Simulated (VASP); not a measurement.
# Cu (I4mm) in VASP: single point with PBEsol

Aim: the single point of Cu with PBEsol.

All numbers are computed with VASP 6.6.1; they aren't measurements. Logs are shortened: lines on timing, memory, paths and dates and some standing lists are left out, and cuts for length are marked.

**1. The cell of the first run**

Symmetry: I4mm, No. 107, tetragonal system. The conventional cell has a = 5.112 Å, b = 5.112 Å, c = 7.230 Å, α = 90.00°, β = 90.00°, γ = 90.00°. Cu (site symmetry 4mm) has 12 Cu at 2.28 to 2.87 Å within 3.0 Å. Cu (site symmetry m) has 12 Cu at 2.28 to 2.87 Å within 3.0 Å. Cu (site symmetry 2mm) has 12 Cu at 2.56 to 2.59 Å within 3.4 Å. Within 3.4 Å of Cu (site symmetry 4mm) lie 13 Cu at 2.56 to 3.20 Å.

**2. Single point, PBEsol (atom 1 (Cu) moved +0.420 Å towards its neighbour atom 8 (Cu) at 3.615 Å)**

File INCAR:

```
SYSTEM = Cu
PREC = Accurate
ENCUT = 520
EDIFF = 1E-6
ISMEAR = 0
SIGMA = 0.15
LREAL = .FALSE.
LASPH = .TRUE.
NELM = 80
ALGO = Fast
ISIF = 2
LWAVE = .FALSE.
LCHARG = .FALSE.
GGA = PS
NBANDS = 54
```

File KPOINTS:

```
Automatic mesh
0
G
  12 12 12
  0 0 0
```

File POSCAR:

```
Cu
1.0
    3.6150000000      0.0000000000      3.6150000000
    0.0000000000     -3.6150000000      3.6150000000
    3.6150000000     -3.6150000000      0.0000000000
Cu
8
Direct
   -0.0580912863     -0.0580912863      0.5580912863
    0.0000000000      0.5000000000      0.5000000000
    0.5000000000      0.0000000000      0.5000000000
    0.5000000000      0.5000000000      0.5000000000
    0.0000000000      0.0000000000      0.0000000000
    0.0000000000      0.5000000000      0.0000000000
    0.5000000000      0.0000000000      0.0000000000
    0.5000000000      0.5000000000      0.0000000000
```

Potentials or basis: VASP PAW PBE potentials, release 64 (Cu).

Command:

```
$ cat potpaw_PBE.64/Cu/POTCAR > POTCAR
$ mpirun -np 1 vasp_std > vasp.out
```

OUTCAR:

```text
SYSTEM = Cu
   PREC = Accurate
   ENCUT = 520
   EDIFF = 1E-6
   ISMEAR = 0
   LREAL = .FALSE.
   LASPH = .TRUE.
   NELM = 80
   ISIF = 2
   GGA = PS

 ion  position               nearest neighbor table
   1  0.942  0.942  0.558-   2 2.28   3 2.28   6 2.28   7 2.28   5 2.59   4 2.59   4 2.59   5 2.59

   2  0.000  0.500  0.500-   1 2.28   4 2.56   6 2.56   5 2.56   6 2.56   8 2.56   3 2.56   5 2.56
                             3 2.56   4 2.56   8 2.56
   3  0.500  0.000  0.500-   1 2.28   4 2.56   7 2.56   5 2.56   7 2.56   8 2.56   2 2.56   4 2.56
                             8 2.56   2 2.56   5 2.56
   4  0.500  0.500  0.500-   2 2.56   3 2.56   8 2.56   6 2.56   7 2.56   8 2.56   3 2.56   7 2.56
                             2 2.56   6 2.56   1 2.59   1 2.59
   5  0.000  0.000  0.000-   6 2.56   7 2.56   2 2.56   3 2.56   2 2.56   6 2.56   8 2.56   3 2.56
                             7 2.56   8 2.56   1 2.59   1 2.59
   6  0.000  0.500  0.000-   1 2.28   2 2.56   5 2.56   8 2.56   2 2.56   4 2.56   5 2.56   7 2.56
                             4 2.56   7 2.56   8 2.56
   7  0.500  0.000  0.000-   1 2.28   3 2.56   5 2.56   8 2.56   3 2.56   4 2.56   4 2.56   6 2.56
                             8 2.56   5 2.56   6 2.56
   8  0.500  0.500  0.000-   4 2.56   6 2.56   7 2.56   2 2.56   3 2.56   4 2.56   3 2.56   5 2.56
                             7 2.56   2 2.56   5 2.56   6 2.56

  LATTYP: Found a face centered cubic cell.
 ALAT       =     7.2300000000

  Lattice vectors:

 A1 = (   3.6150000000,   0.0000000000,   3.6150000000)
 A2 = (   0.0000000000,  -3.6150000000,   3.6150000000)
 A3 = (   3.6150000000,  -3.6150000000,   0.0000000000)

Analysis of symmetry for initial positions (statically):
=====================================================================
 Subroutine PRICEL returns:
 Original cell was already a primitive cell.

 Routine SETGRP: Setting up the symmetry group for a
 face centered cubic supercell.

 Subroutine GETGRP returns: Found  8 space group operations
 (whereof  4 operations were pure point group operations)
 out of a pool of 48 trial point group operations.

The static configuration has the point symmetry C_2v.
 The point group associated with its full space group is C_4v.

Analysis of symmetry for dynamics (positions and initial velocities):
=====================================================================
 Subroutine PRICEL returns:
 Original cell was already a primitive cell.

 Routine SETGRP: Setting up the symmetry group for a
 face centered cubic supercell.

 Subroutine GETGRP returns: Found  8 space group operations
 (whereof  4 operations were pure point group operations)
 out of a pool of 48 trial point group operations.

The dynamic configuration has the point symmetry C_2v.
 The point group associated with its full space group is C_4v.

 Subroutine INISYM returns: Found  8 space group operations
 (whereof  4 operations are pure point group operations),
 and found     1 'primitive' translations

----------------------------------------------------------------------------------------

                                     Primitive cell

  volume of cell :      94.4833

  direct lattice vectors                    reciprocal lattice vectors
     3.615000000  0.000000000  3.615000000     0.138312586  0.138312586  0.138312586
     0.000000000 -3.615000000  3.615000000    -0.138312586 -0.138312586  0.138312586
     3.615000000 -3.615000000  0.000000000     0.138312586 -0.138312586 -0.138312586

  length of vectors
     5.112382028  5.112382028  5.112382028     0.239564427  0.239564427  0.239564427

  position of ions in fractional coordinates (direct lattice)
     0.941908714  0.941908714  0.558091286
     0.000000000  0.500000000  0.500000000
     0.500000000  0.000000000  0.500000000
     0.500000000  0.500000000  0.500000000
     0.000000000  0.000000000  0.000000000
     0.000000000  0.500000000  0.000000000
     0.500000000  0.000000000  0.000000000
     0.500000000  0.500000000  0.000000000

  ion indices of the primitive-cell ions
   primitive index   ion index
                 1           1
                 2           2
                 3           3
                 4           4
                 5           5
                 6           6
                 7           7
                 8           8

----------------------------------------------------------------------------------------

 KPOINTS: Automatic mesh

Automatic generation of k-mesh.
 Grid dimensions read from file:
 generate k-points for:   12   12   12

 Generating k-lattice:

  Cartesian coordinates                     Fractional coordinates (reciprocal lattice)
     0.011526049  0.011526049  0.011526049     0.083333333  0.000000000  0.000000000
    -0.011526049 -0.011526049  0.011526049     0.000000000  0.083333333  0.000000000
     0.011526049 -0.011526049 -0.011526049     0.000000000  0.000000000  0.083333333

  Length of vectors
     0.019963702  0.019963702  0.019963702

  Shift w.r.t. Gamma in fractional coordinates (k-lattice)
     0.000000000  0.000000000  0.000000000

 Subroutine IBZKPT returns following result:
 ===========================================

 Found    163 irreducible k-points:

 Following reciprocal coordinates:
            Coordinates               Weight
  0.000000  0.000000  0.000000      1.000000
  0.083333  0.000000  0.000000      8.000000
  0.166667  0.000000  0.000000      8.000000
  0.250000  0.000000  0.000000      8.000000
  0.333333  0.000000  0.000000      8.000000
  0.416667  0.000000  0.000000      8.000000
[... 16 lines left out ...]
  0.000000 -0.333333  0.083333     16.000000
 -0.250000  0.083333  0.000000      8.000000
 [... further k-points ...]
   k-points           NKPTS =    163   k-points in BZ     NKDIM =    163   number of bands    NBANDS=     54
   number of dos      NEDOS =    301   number of ions     NIONS =      8
   total plane-waves  NPLWV =  64000
   dimension x,y,z NGX =    40 NGY =   40 NGZ =   40
   dimension x,y,z NGXF=    80 NGYF=   80 NGZF=   80
   ions per type =               8
   NGX,Y,Z   is equivalent  to a cutoff of  13.01, 13.01, 13.01 a.u.
   NGXF,Y,Z  is equivalent  to a cutoff of  26.01, 26.01, 26.01 a.u.
 SYSTEM =  Cu
   PREC   = accura    normal or accurate (medium, high low for compatibility)
   ISTART =      0    job   : 0-new  1-cont  2-samecut
   ICHARG =      2    charge: 1-file 2-atom 10-const
   ISPIN  =      1    spin polarized calculation?
   LNONCOLLINEAR =      F non collinear calculations
   LSORBIT =      F    spin-orbit coupling
   LASPH  =      T    aspherical Exc in radial PAW
   ENCUT  =  520.0 eV  38.22 Ry    6.18 a.u.   9.51  9.51  9.51*2*pi/ulx,y,z
   NELM   =     80;   NELMIN=  2; NELMDL= -5     # of ELM steps
   EDIFF  = 0.1E-05   stopping-criterion for ELM
   LREAL  =      F    real-space projection
   EDIFFG = 0.1E-04   stopping-criterion for IOM
   NSW    =      0    number of steps for IOM
   IBRION =     -1    ionic relax: 0-MD 1-quasi-New 2-CG
   NFREE  =      0    steps in history (QN), initial steepest desc. (CG)
   ISIF   =      2    stress and relaxation
   ISYM   =      2    0-nonsym 1-usesym 2-fastsym
   POTIM  = 0.5000    time-step for ionic-motion
   TEBEG  =    0.0;   TEEND  =   0.0 temperature during run
   PSTRESS=    0.0 pullay stress
   NELECT =      88.0000    total number of electrons
   NUPDOWN=      -1.0000    fix difference up-down
   EMIN   =  10.00;   EMAX   =-10.00  energy-range for DOS
   EFERMI =   0.00;   METHOD = LEGACY
   ISMEAR =     0;   SIGMA  =   0.15  broadening in eV -4-tet -1-fermi 0-gaus
   EFERMI_NEDOS =   21; number of points for ismear=-14 and -15
   IALGO  =     68    algorithm
   IMIX   =      4    mixing-type and parameters
     AMIX     =   0.40;   BMIX     =  1.00
     AMIX_MAG =   1.60;   BMIX_MAG =  1.00
  volume/ion in A,a.u.               =      11.81        79.70
  Fermi-wavevector in a.u.,A,eV,Ry     =   1.598763  3.021224 34.777078  2.556043
  Thomas-Fermi vector in A             =   2.696162
   LORBIT       =      0    0 simple, 1 ext, 2 COOP (PROOUT), +10 PAW based schemes
   GGA     = PS    functional components
   LHFCALC =     F    Hartree Fock is set to
   AEXX    =    0.0000 exact exchange contribution
   IVDW    =     0    specifies the selected vdW correction
   LEPSILON=     F    determine dielectric tensor
   LRPA    =     F    only Hartree local field effects (RPA)
 non-spin polarized calculation
 RMM-DIIS sequential band-by-band and
 Gauss-broadening in eV      SIGMA  =   0.15
  energy-cutoff  :      520.00
  volume of cell :       94.48
 maximum number of plane-waves:      2637
 NGX is ok and might be reduce to    40
   NGX = 19   NGY = 19   NGZ = 19

 number of electron      88.0000006 magnetization

 Free energy of the ion-electron system (eV)
  ---------------------------------------------------
  ext. energy  EPLUGINS =         0.00000000
  ---------------------------------------------------
  free energy    TOTEN  =       -33.81474911 eV

  energy without entropy =      -33.79276141  energy(sigma->0) =      -33.80375526

 E-fermi :   7.4081     XC(G=0): -12.8903

 val. band max:        7.3987544663   @ k =   0.0000  -0.3333   0.2500
 cond. band min:       7.4096304472   @ k =   0.4167   0.0833   0.0000
 fundamental gap:      0.0108759809
 Fermi energy:         7.4081340778

 k-point     1 :       0.0000    0.0000    0.0000
  band No.  band energies     occupation
      1      -2.0004      2.00000
      2       2.2600      2.00000
      3       2.2620      2.00000
      4       2.2620      2.00000
      5       2.2945      2.00000
      6       2.4106      2.00000
[... 46 lines left out ...]
     53      14.1900      0.00000
     54      14.5199      0.00000

 k-point     2 :       0.0833    0.0000    0.0000
  band No.  band energies     occupation
      1      -1.9374      2.00000
      2       2.2283      2.00000
      3       2.2876      2.00000
      4       2.2923      2.00000
      5       2.3120      2.00000
      6       2.4357      2.00000
[... 1246 lines left out ...]
 k-point    24 :      -0.2500    0.0833    0.0000
  band No.  band energies     occupation
      1      -1.2567      2.00000
      2       1.7204      2.00000
      3       2.3838      2.00000
      4       2.5700      2.00000
      5       2.6474      2.00000
      6       2.6797      2.00000
[... 46 lines left out ...]
     53      15.2439      0.00000
     54      16.0893      0.00000

 [... further k-points ...]

------------------------ aborting loop because EDIFF is reached ----------------------------------------

  FORCE on cell =-STRESS in cart. coord.  units (eV):
  Direction    XX          YY          ZZ          XY          YZ          ZX
  --------------------------------------------------------------------------------------
  -------------------------------------------------------------------------------------
  Total       -1.1082470     -1.1082470     -1.5030105      0.0000000      0.0000000      0.0000000
  in kB      -18.7928319    -18.7928319    -25.4869401      0.0000000      0.0000000      0.0000000
  external PRESSURE =     -21.0242013 kB  Pullay stress =       0.0000000 kB

 VOLUME and BASIS-vectors are now :
 -----------------------------------------------------------------------------
  energy-cutoff  :      520.00
  volume of cell :       94.48
      direct lattice vectors                 reciprocal lattice vectors
     3.615000000  0.000000000  3.615000000     0.138312586  0.138312586  0.138312586
     0.000000000 -3.615000000  3.615000000    -0.138312586 -0.138312586  0.138312586
     3.615000000 -3.615000000  0.000000000     0.138312586 -0.138312586 -0.138312586

 POSITION                                       TOTAL-FORCE (eV/Angst)
 -----------------------------------------------------------------------------------
      5.42250     -5.42250      6.81000        -0.000000      0.000000      3.086324
      1.80750     -3.61500      1.80750        -0.000000      0.962112     -0.766880
      3.61500     -1.80750      1.80750        -0.962112      0.000000     -0.766880
      3.61500     -3.61500      3.61500        -0.000000      0.000000     -0.015434
      0.00000      0.00000      0.00000        -0.000000      0.000000     -0.015434
      0.00000     -1.80750      1.80750         0.962112      0.000000     -0.766880
      1.80750      0.00000      1.80750        -0.000000     -0.962112     -0.766880
      1.80750     -1.80750      3.61500        -0.000000      0.000000      0.012065
 -----------------------------------------------------------------------------------
    total drift:                               -0.000002      0.000002     -0.000442

  FREE ENERGIE OF THE ION-ELECTRON SYSTEM (eV)
  ---------------------------------------------------
  free  energy   TOTEN  =       -33.8147491075 eV

  energy  without entropy=      -33.7927614058  energy(sigma->0) =      -33.80375526
```

Run time: 36 min. Hardware: 1 thread of Intel Xeon 8259CL, shared host; peak memory 0.65 GiB.

What came out:

* Free energy: -33.8147 eV
* Pressure: -2.1 GPa
* Largest force: 3.086 eV/Å
* Band gap on the k mesh: zero (bands 44 and 45 overlap by 1.65 eV)

Forces on the atoms (eV/Å):
```
Cu   0.000  0.000  3.086
Cu   0.000  0.962 -0.767
Cu  -0.962  0.000 -0.767
Cu   0.000  0.000 -0.015
Cu   0.000  0.000 -0.015
Cu   0.962  0.000 -0.767
Cu   0.000 -0.962 -0.767
Cu   0.000  0.000  0.012
```

Levels at points of the mesh, in eV from the Fermi level:
```tsv
k point	band 42	band 43	band 44	band 45	band 46	band 47
(0.00, 0.00, 0.00)	-1.06	-0.83	-0.82	-0.82	1.45	1.45
(0.50, 0.00, 0.00)	-1.55	0.65	0.83	0.85	0.95	1.05
(0.50, 0.50, 0.00)	-1.53	-0.35	-0.34	-0.34	-0.34	5.80
(0.00, 0.50, 0.50)	-1.48	-0.52	-0.33	-0.29	-0.15	5.92
```

Caveat: the cell differs from its parent crystal (atom 1 (Cu) moved +0.420 Å towards its neighbour atom 8 (Cu) at 3.615 Å); the PAW data sets were made with another functional, which shifts forces and pressure a little.
